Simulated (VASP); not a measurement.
ZnSe:

```
CELL_PARAMETERS angstrom
0.00000 2.81669 2.81669
2.81669 0.00000 2.81669
2.81669 2.81669 0.00000
ATOMIC_POSITIONS crystal
Zn 0.00000 0.00000 0.00000
Se 0.25000 0.25000 0.25000
```

Base run:

```yaml
Program: VASP 6.6.1
Functional: PBE
Potentials_or_basis: VASP PAW PBE potentials, release 64 (Zn, Se)
Cutoff: 500 eV
k_mesh: 7 × 7 × 7
Occupations: fermi-dirac, width 0.05 eV
Spin: no spin polarisation
```

Its results: band gap on the k mesh 1.36 eV, direct; pressure 3.6 GPa.

Q: After a change of settings the same cell gave: band gap on the k mesh 1.95 eV, direct; pressure 1.3 GPa. Which change was it?
A. functional from PBE to PBEsol; cutoff from 500 eV to 520 eV
B. functional from PBE to r2SCAN; cutoff from 500 eV to 520 eV
C. functional from PBE to LDA; potentials or basis from VASP PAW PBE potentials, release 64 (Zn, Se) to VASP PAW LDA potentials, release 64 (Zn, Se)

A: B.

r2SCAN gives the wider gap, since meta-GGAs in the generalised Kohn-Sham scheme recover part of the derivative discontinuity.

Caveats: the PAW data sets were made with another functional, which shifts forces and pressure a little (some runs).
